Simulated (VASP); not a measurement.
Write the native input for VASP 6.6.1 that does the following.

| Item | Value |
| --- | --- |
| Task | relaxation of cell and atoms |
| Functional | PBE |
| Potentials or basis | VASP PAW PBE potentials, release 64 (Ga_d, Mo_sv) |
| Cutoff | 600 eV |
| k mesh | 6 × 6 × 6 |
| Occupations | gaussian, width 0.2 eV |
| Spin | no spin polarisation |
| Dipole correction | no |
| Further INCAR settings | ALGO = Fast; EDIFF = 1e-07; IBRION = 2; EDIFFG = -0.08; NSW = 36; ISIF = 3 |

The structure of GaMo lies in POSCAR:

```
GaMo
1.0
    3.3784328200      0.0000000000      0.0000000000
    0.0000000000      3.3784328200      0.0000000000
    0.0000000000      0.0000000000      3.3784328200
Ga Mo
1 1
Direct
    0.0000000000      0.0000000000      0.0000000000
    0.5000000000      0.5000000000      0.5000000000
```

The input as run:

INCAR

```
PREC = Accurate
ENCUT = 600
EDIFF = 1E-7
ISMEAR = 0
SIGMA = 0.2
LREAL = F
LASPH = T
NELM = 100
ALGO = Fast
ISIF = 3
LWAVE = F
LCHARG = F
GGA = PE
IBRION = 2
NSW = 36
EDIFFG = -0.08
```

KPOINTS

```
Automatic mesh
0
Gamma
  6 6 6
```

Potentials or basis: VASP PAW PBE potentials, release 64 (Ga_d, Mo_sv).

Launch:

```console
$ cat potpaw_PBE.64/Ga_d/POTCAR potpaw_PBE.64/Mo_sv/POTCAR > POTCAR
$ mpirun -np 1 vasp_std > vasp.out
```

Results of the run:

| Item | Value |
| --- | --- |
| Relaxed volume | 15.29 Å³/atom |
| Relaxed cell | a = 3.127 Å, b = 3.127 Å, c = 3.127 Å, α = 90.00°, β = 90.00°, γ = 90.00° |
| Space group after relaxing (to 0.05 Å) | Pm-3m (No. 221) |
| Energy gained by relaxing | 373.5 meV/atom |
| Ionic steps | 4 |
| Pressure after relaxing | -0.5 GPa |

Caveat: the volume moved by over 15 % at a fixed basis, so the end points are rough.

Wall time 44 s on 1 thread of Intel(R) Xeon(R) 6975P-C (Granite Rapids), with other jobs on the host, peak memory 0.17 GiB.
